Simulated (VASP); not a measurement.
# IrO2 (P4_2/mnm) in VASP: further runs

Runs on IrO2. Level: PBE. Tasks: single point, relaxation of cell and atoms.

All numbers are computed with VASP 6.6.1; they aren't measurements. Logs are shortened: lines on timing, memory, paths and dates and some standing lists are left out, and cuts for length are marked.

### 1 The cell of the first run

It takes space group P4_2/mnm (No. 136, tetragonal). Conventional cell: a = 4.528 Å, b = 4.528 Å, c = 3.180 Å, α = 90.00°, β = 90.00°, γ = 90.00°. Ir (site symmetry mmm) has 6 O at 1.98 to 2.01 Å within 2.6 Å. O (site symmetry m2m) has 3 Ir at 1.98 to 2.01 Å and 1 O at 2.45 Å within 2.6 Å.

### 2 Single point, PBE, collinear spin, ferromagnetic start

The input, INCAR:

```
SYSTEM = IrO2
PREC     = Accurate       ! precision mode
ENCUT    = 600            ! plane-wave cutoff, eV
EDIFF    = 1E-6           ! SCF threshold, eV
ISMEAR   = 0              ! smearing method
SIGMA    = 0.05           ! smearing width, eV
LREAL    = .FALSE.        ! projectors in reciprocal space
LASPH    = .TRUE.         ! aspherical terms in the spheres
NELM     = 200            ! most SCF steps
ALGO     = Normal         ! electronic algorithm
ISIF     = 2              ! what is computed and relaxed
LWAVE    = .FALSE.        ! write WAVECAR
LCHARG   = .TRUE.         ! write CHGCAR
ISPIN    = 2              ! spin polarisation
MAGMOM   = 1 1 0 0 0 0    ! initial moments
LORBIT   = 11             ! projections on sites
LMAXMIX  = 4              ! l up to which the mixer works
GGA      = PE             ! functional
LELF     = .TRUE.         ! ELF
LVHAR    = .TRUE.       
NBANDS   = 34             ! bands
GGA_COMPAT= .FALSE.
```

The input, KPOINTS:

```
Automatic mesh
0
G
  4 4 6
  0 0 0
```

The input, POSCAR:

```
IrO2
1.0
    4.5276027016      0.0000000000      0.0000000000
    0.0000000000      4.5276027016      0.0000000000
    0.0000000000      0.0000000000      3.1803624423
Ir O
2 4
Direct
    0.0000000000      0.0000000000      0.0000000000
    0.5000000000      0.5000000000      0.5000000000
    0.3086238984      0.3086238984      0.0000000000
    0.1913761016      0.8086238984      0.5000000000
    0.6913761016      0.6913761016      0.0000000000
    0.8086238984      0.1913761016      0.5000000000
```

Potentials or basis: VASP PAW PBE potentials, release 64 (Ir, O).

The run is started by

```console
$ cat potpaw_PBE.64/Ir/POTCAR potpaw_PBE.64/O/POTCAR > POTCAR
$ mpirun -np 1 vasp_std > vasp.out
```

OUTCAR:

```text
SYSTEM = IrO2
   PREC = Accurate
   ENCUT = 600
   EDIFF = 1E-6
   ISMEAR = 0
   LREAL = .FALSE.
   LASPH = .TRUE.
   NELM = 200
   ISIF = 2
   ISPIN = 2
   LORBIT = 11
   GGA = PE

 ion  position               nearest neighbor table
   1  0.000  0.000  0.000-   3 1.98   5 1.98   4 2.01   6 2.01   4 2.01   6 2.01
   2  0.500  0.500  0.500-   4 1.98   6 1.98   5 2.01   3 2.01   3 2.01   5 2.01
   3  0.309  0.309  0.000-   1 1.98   2 2.01   2 2.01
   4  0.191  0.809  0.500-   2 1.98   1 2.01   1 2.01
   5  0.691  0.691  0.000-   1 1.98   2 2.01   2 2.01
   6  0.809  0.191  0.500-   2 1.98   1 2.01   1 2.01

  LATTYP: Found a simple tetragonal cell.
 ALAT       =     4.5276027016
 C/A-ratio  =     0.7024384982

  Lattice vectors:

 A1 = (   4.5276027016,   0.0000000000,   0.0000000000)
 A2 = (   0.0000000000,   4.5276027016,   0.0000000000)
 A3 = (   0.0000000000,   0.0000000000,   3.1803624423)

Analysis of symmetry for initial positions (statically):
=====================================================================
 Subroutine PRICEL returns:
 Original cell was already a primitive cell.

 Routine SETGRP: Setting up the symmetry group for a
 simple tetragonal supercell.

 Subroutine GETGRP returns: Found 16 space group operations
 (whereof  8 operations were pure point group operations)
 out of a pool of 16 trial point group operations.

The static configuration has the point symmetry D_2h.
 The point group associated with its full space group is D_4h.

Analysis of symmetry for dynamics (positions and initial velocities):
=====================================================================
 Subroutine PRICEL returns:
 Original cell was already a primitive cell.

 Routine SETGRP: Setting up the symmetry group for a
 simple tetragonal supercell.

 Subroutine GETGRP returns: Found 16 space group operations
 (whereof  8 operations were pure point group operations)
 out of a pool of 16 trial point group operations.

The dynamic configuration has the point symmetry D_2h.
 The point group associated with its full space group is D_4h.

Analysis of structural, dynamic, and magnetic symmetry:
=====================================================================
 Subroutine PRICEL returns:
 Original cell was already a primitive cell.

 Routine SETGRP: Setting up the symmetry group for a
 simple tetragonal supercell.

 Subroutine GETGRP returns: Found 16 space group operations
 (whereof  8 operations were pure point group operations)
 out of a pool of 16 trial point group operations.

The overall configuration has the point symmetry D_2h.
 The point group associated with its full space group is D_4h.

 Subroutine INISYM returns: Found 16 space group operations
 (whereof  8 operations are pure point group operations),
 and found     1 'primitive' translations

----------------------------------------------------------------------------------------

                                     Primitive cell

  volume of cell :      65.1948

  direct lattice vectors                    reciprocal lattice vectors
     4.527602702  0.000000000  0.000000000     0.220867436  0.000000000  0.000000000
     0.000000000  4.527602702  0.000000000     0.000000000  0.220867436  0.000000000
     0.000000000  0.000000000  3.180362442     0.000000000  0.000000000  0.314429572

  length of vectors
     4.527602702  4.527602702  3.180362442     0.220867436  0.220867436  0.314429572

  position of ions in fractional coordinates (direct lattice)
     0.000000000  0.000000000  0.000000000
     0.500000000  0.500000000  0.500000000
     0.308623898  0.308623898  0.000000000
     0.191376102  0.808623898  0.500000000
     0.691376102  0.691376102  0.000000000
     0.808623898  0.191376102  0.500000000

  ion indices of the primitive-cell ions
   primitive index   ion index
                 1           1
                 2           2
                 3           3
                 4           4
                 5           5
                 6           6

----------------------------------------------------------------------------------------

[... 31 lines left out ...]
  0.500000  0.500000  0.000000      1.000000
[... 16 lines left out ...]
  0.500000  0.250000  0.500000      4.000000
  0.500000  0.500000  0.500000      1.000000
   k-points           NKPTS =     24   k-points in BZ     NKDIM =     24   number of bands    NBANDS=     34
   number of dos      NEDOS =    301   number of ions     NIONS =      6
   total plane-waves  NPLWV =  36288
   dimension x,y,z NGX =    36 NGY =   36 NGZ =   28
   dimension x,y,z NGXF=    72 NGYF=   72 NGZF=   56
   ions per type =               2   4
   NGX,Y,Z   is equivalent  to a cutoff of  13.22, 13.22, 14.64 a.u.
   NGXF,Y,Z  is equivalent  to a cutoff of  26.44, 26.44, 29.27 a.u.
 SYSTEM =  IrO2
   PREC   = accura    normal or accurate (medium, high low for compatibility)
   ISTART =      0    job   : 0-new  1-cont  2-samecut
   ICHARG =      2    charge: 1-file 2-atom 10-const
   ISPIN  =      2    spin polarized calculation?
   LNONCOLLINEAR =      F non collinear calculations
   LSORBIT =      F    spin-orbit coupling
   LASPH  =      T    aspherical Exc in radial PAW
   ENCUT  =  600.0 eV  44.10 Ry    6.64 a.u.   9.04  9.04  6.35*2*pi/ulx,y,z
   NELM   =    200;   NELMIN=  2; NELMDL= -5     # of ELM steps
   EDIFF  = 0.1E-05   stopping-criterion for ELM
   LREAL  =      F    real-space projection
   EDIFFG = 0.1E-04   stopping-criterion for IOM
   NSW    =      0    number of steps for IOM
   IBRION =     -1    ionic relax: 0-MD 1-quasi-New 2-CG
   NFREE  =      0    steps in history (QN), initial steepest desc. (CG)
   ISIF   =      2    stress and relaxation
   ISYM   =      2    0-nonsym 1-usesym 2-fastsym
   POTIM  = 0.5000    time-step for ionic-motion
   TEBEG  =    0.0;   TEEND  =   0.0 temperature during run
   PSTRESS=    0.0 pullay stress
   NELECT =      42.0000    total number of electrons
   NUPDOWN=      -1.0000    fix difference up-down
   EMIN   =  10.00;   EMAX   =-10.00  energy-range for DOS
   EFERMI =   0.00;   METHOD = LEGACY
   ISMEAR =     0;   SIGMA  =   0.05  broadening in eV -4-tet -1-fermi 0-gaus
   EFERMI_NEDOS =   21; number of points for ismear=-14 and -15
   IALGO  =     38    algorithm
   IMIX   =      4    mixing-type and parameters
     AMIX     =   0.40;   BMIX     =  1.00
     AMIX_MAG =   1.60;   BMIX_MAG =  1.00
  volume/ion in A,a.u.               =      10.87        73.33
  Fermi-wavevector in a.u.,A,eV,Ry     =   1.413905  2.671893 27.199773  1.999127
  Thomas-Fermi vector in A             =   2.535502
   LORBIT       =     11    0 simple, 1 ext, 2 COOP (PROOUT), +10 PAW based schemes
   GGA     = PE    functional components
   LHFCALC =     F    Hartree Fock is set to
   AEXX    =    0.0000 exact exchange contribution
   IVDW    =     0    specifies the selected vdW correction
   LEPSILON=     F    determine dielectric tensor
   LRPA    =     F    only Hartree local field effects (RPA)
 spin polarized calculation
 Gauss-broadening in eV      SIGMA  =   0.05
  energy-cutoff  :      600.00
  volume of cell :       65.19
 maximum number of plane-waves:      2216
   NGX = 19   NGY = 19   NGZ = 13

 number of electron      42.0000000 magnetization       0.5172497

 number of electron      41.9999999 magnetization      -0.0058047

 Free energy of the ion-electron system (eV)
  ---------------------------------------------------
  ext. energy  EPLUGINS =         0.00000000
  ---------------------------------------------------
  free energy    TOTEN  =       -42.26695562 eV

  energy without entropy =      -42.26107691  energy(sigma->0) =      -42.26401626

 E-fermi :   5.8931     XC(G=0): -11.9029

 val. band max:        5.8539643814   @ k =   0.5000   0.2500   0.3333
 cond. band min:       5.9171705275   @ k =   0.5000   0.2500   0.0000
 fundamental gap:      0.0632061461
 Fermi energy:         5.8930636887

 spin component 1

 k-point     1 :       0.0000    0.0000    0.0000
  band No.  band energies     occupation
      1     -15.1164      1.00000
      2     -13.9452      1.00000
      3     -12.9212      1.00000
      4     -12.9212      1.00000
      5      -3.7172      1.00000
      6      -3.4714      1.00000
[... 853 lines left out ...]
     32      17.6023      0.00000
     33      18.7111      0.00000
 Fermi energy:         5.8930636887

 spin component 2

 k-point     1 :       0.0000    0.0000    0.0000
  band No.  band energies     occupation
      1     -15.1172      1.00000
      2     -13.9461      1.00000
      3     -12.9221      1.00000
      4     -12.9221      1.00000
      5      -3.7177      1.00000
      6      -3.4718      1.00000
[... 853 lines left out ...]
     32      17.6014      0.00000
     33      18.7106      0.00000
 [bands above 33 left out]

------------------------ aborting loop because EDIFF is reached ----------------------------------------

  FORCE on cell =-STRESS in cart. coord.  units (eV):
  Direction    XX          YY          ZZ          XY          YZ          ZX
  --------------------------------------------------------------------------------------
  -------------------------------------------------------------------------------------
  Total        0.7454387      0.7454387      1.1703521     -0.0000000      0.0000000      0.0000000
  in kB       18.3193162     18.3193162     28.7616567     -0.0000000      0.0000000      0.0000000
  external PRESSURE =      21.8000964 kB  Pullay stress =       0.0000000 kB

 VOLUME and BASIS-vectors are now :
 -----------------------------------------------------------------------------
  energy-cutoff  :      600.00
  volume of cell :       65.19
      direct lattice vectors                 reciprocal lattice vectors
     4.527602702  0.000000000  0.000000000     0.220867436  0.000000000  0.000000000
     0.000000000  4.527602702  0.000000000     0.000000000  0.220867436  0.000000000
     0.000000000  0.000000000  3.180362442     0.000000000  0.000000000  0.314429572

 POSITION                                       TOTAL-FORCE (eV/Angst)
 -----------------------------------------------------------------------------------
      0.00000      0.00000      0.00000         0.000000      0.000000     -0.000000
      2.26380      2.26380      1.59018         0.000000      0.000000     -0.000000
      1.39733      1.39733      0.00000        -0.011728     -0.011728      0.000000
      0.86647      3.66113      1.59018         0.011728     -0.011728     -0.000000
      3.13028      3.13028      0.00000         0.011728      0.011728     -0.000000
      3.66113      0.86647      1.59018        -0.011728      0.011728     -0.000000
 -----------------------------------------------------------------------------------
    total drift:                                0.000000      0.000000     -0.000000

  FREE ENERGIE OF THE ION-ELECTRON SYSTEM (eV)
  ---------------------------------------------------
  free  energy   TOTEN  =       -42.2669556188 eV

  energy  without entropy=      -42.2610769060  energy(sigma->0) =      -42.26401626

 total charge

# of ion       s       p       d       tot
------------------------------------------
    1        0.613   0.805   6.854   8.272
    2        0.613   0.805   6.854   8.272
    3        1.550   3.446   0.000   4.997
    4        1.550   3.446   0.000   4.997
    5        1.550   3.446   0.000   4.997
    6        1.550   3.446   0.000   4.997
--------------------------------------------------
tot          7.427  15.395  13.708  36.530

 magnetization (x)

# of ion       s       p       d       tot
------------------------------------------
    1       -0.000   0.000  -0.001  -0.001
    2       -0.000   0.000  -0.001  -0.001
    3       -0.000  -0.000   0.000  -0.000
    4       -0.000  -0.000   0.000  -0.000
    5       -0.000  -0.000   0.000  -0.000
    6       -0.000  -0.000   0.000  -0.000
--------------------------------------------------
tot         -0.000  -0.002  -0.003  -0.004
```

It took 3.4 min on 1 thread of Intel Xeon 8259CL, shared host; peak memory 0.27 GiB.

What came out:

```yaml
Free_energy: -42.2670 eV
Pressure: 2.2 GPa
Largest_force: 0.017 eV/Å
Band_gap_on_the_k_mesh: zero (filled and empty bands overlap)
Net_moment: -0.01 μB per cell
Valence_electrons_inside_the_program's_atomic_spheres: Ir 8.27; O 5.00
```

Forces in eV/Å, atoms in the order of the input:
```
Ir   0.000  0.000  0.000
Ir   0.000  0.000  0.000
O   -0.012 -0.012  0.000
O    0.012 -0.012  0.000
O    0.012  0.012  0.000
O   -0.012  0.012  0.000
```

Caveat: spin-orbit coupling is left out, which moves the levels of the heavy elements.

(Part 1 of 2 ends here.)
